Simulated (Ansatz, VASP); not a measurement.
## One calculation of B, two programs

```
B
1.0
     2.47048    1.42633    4.19666
    -2.47048    1.42633    4.19666
     0.00000   -2.85266    4.19666
B
12
Direct
  0.00900 0.65516 0.00900
  0.00900 0.00900 0.65516
  0.65516 0.00900 0.00900
  0.99100 0.34484 0.99100
  0.34484 0.99100 0.99100
  0.99100 0.99100 0.34484
  0.21918 0.63361 0.21918
  0.21918 0.21918 0.63361
  0.63361 0.21918 0.21918
  0.78082 0.36639 0.78082
  0.36639 0.78082 0.78082
  0.78082 0.78082 0.36639
```

Alike in both runs: functional BLYP; k mesh 4 × 4 × 4; occupations fermi-dirac, width 0.05 eV; no spin polarisation.

Ansatz relaxed the structure, and its values are those at the end. VASP's run is a single point on that final structure, the one shown.

|  | VASP | Ansatz |
| --- | --- | --- |
| version | VASP 6.6.1 | Ansatz 0.2.0 |
| potentials or method | VASP PAW PBE potentials, release 64 (B), cutoff 520 eV | plane waves (420 eV) with PAW, scalar-relativistic |
| valence electrons in the cell | 36 | 36 |

VASP gave:

- pressure (GPa): 0.0
- rms of the force components (eV/Å): 0.008

Problem. Estimate Ansatz's values.

Solution. Pressure (GPa): 0.0; rms of the force components (eV/Å): 0.001.

VASP's potentials were made for PBE, not for BLYP.
